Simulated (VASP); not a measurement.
Input of a VASP 6.6.1 run:

The input INCAR:

```
SYSTEM = In
PREC = Accurate
ENCUT = 520
EDIFF = 1E-7
ISMEAR = 0
SIGMA = 0.012
LREAL = .False.
LASPH = .True.
NELM = 60
ALGO = Normal
ISIF = 2
LWAVE = .False.
LCHARG = .False.
GGA = PE
NBANDS = 12
```

File KPOINTS:

```
Automatic mesh
0
Gamma
  11 11 11
  0 0 0
```

The input POSCAR:

```
In
1.0
   -1.6254700000      1.6254700000      2.4737000000
    1.6254700000     -1.6254700000      2.4737000000
    1.6254700000      1.6254700000     -2.4737000000
In
1
Direct
    0.0000000000      0.0000000000      0.0000000000
```

Potentials or basis: VASP PAW PBE potentials, release 64 (In_d).

Launch:

```bash
$ cat potpaw_PBE.64/In_d/POTCAR > POTCAR
$ mpirun -np 1 vasp_std > vasp.out
```

(1) What does it give for the pressure?

Answers

(1) 2.0 GPa.
